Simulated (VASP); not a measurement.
**Si: single point with PBE**

Si:

```
CELL_PARAMETERS angstrom
5.46973 0.00000 0.00000
0.00000 5.46973 0.00000
0.00000 0.00000 5.46973
ATOMIC_POSITIONS crystal
Si 0.25000 0.25000 0.75000
Si 0.25000 0.75000 0.25000
Si 0.75000 0.25000 0.25000
Si 0.75000 0.75000 0.75000
Si 0.00000 0.00000 0.50000
Si 0.00000 0.50000 0.00000
Si 0.50000 0.00000 0.00000
Si 0.50000 0.50000 0.50000
```

```yaml
Program: VASP 6.6.1
Task: single point
Functional: PBE
Potentials_or_basis: VASP PAW PBE potentials, release 64 (Si)
Cutoff: 500 eV
k_mesh: 3 × 3 × 3
Occupations: fermi-dirac, width 0.01 eV
Spin: no spin polarisation
Dipole_correction: no
Further_INCAR_settings: ALGO = Normal; EDIFF = 1e-06; NBANDS = 26
```

The pressure is 0.0 GPa and the band gap on the k mesh is 0.75 eV.

Levels at points of the mesh, in eV from the valence-band top:
```csv
k point,band 14,band 15,band 16,band 17,band 18,band 19
"(0.00, 0.00, 0.00)",0.00,0.00,0.00,0.75,0.75,0.75
```

Wall time 15 s on 1 thread of Intel(R) Xeon(R) Platinum 8259CL CPU @ 2.50GHz (Skylake/Cascade Lake) (shared host), peak memory 0.22 GiB.

Caveat: semilocal functionals underestimate gaps, and a narrow one can read as zero; an odd mesh through Γ misses points on the zone boundary, where band edges can lie.
